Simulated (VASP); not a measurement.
B:

```
CELL_PARAMETERS angstrom
1.92005 0.00000 0.00000
0.00000 1.92005 0.00000
0.00000 0.00000 1.92005
ATOMIC_POSITIONS crystal
B 0.00000 0.00000 0.00000
```

* Program: VASP 6.6.1
* Task: relaxation of cell and atoms
* Functional: PBEsol
* Potentials or basis: VASP PAW PBE potentials, release 64 (B)
* Cutoff: 600 eV
* k mesh: 16 × 16 × 16
* Occupations: fermi-dirac, width 0.1 eV
* Spin: no spin polarisation

At the start: pressure -14.6 GPa; volume 7.08 Å³/atom.

Q: How do energy, volume and symmetry change on relaxing?

A: Over 3 steps the energy falls by 22.4 meV/atom and the volume is 6.61 Å³/atom (-6.6 %); space group Pm-3m (No. 221, to 0.05 Å).

The path:
| step | energy change (eV) | largest force (eV/Å) | pressure (GPa) | volume (Å³) |
| --- | --- | --- | --- | --- |
| 1 | 0.0000 | 0.0000 | -14.60 | 7.08 |
| 2 | -0.0187 | 0.0000 | 6.85 | 6.44 |
| 3 | -0.0224 | 0.0000 | 0.02 | 6.61 |

Final structure:
```
B
1.0
     1.87695    0.00000    0.00000
     0.00000    1.87695    0.00000
     0.00000    0.00000    1.87695
B
1
Direct
  0.00000 0.00000 0.00000
```

Caveat: the PAW data sets were made with another functional, which shifts forces and pressure a little.
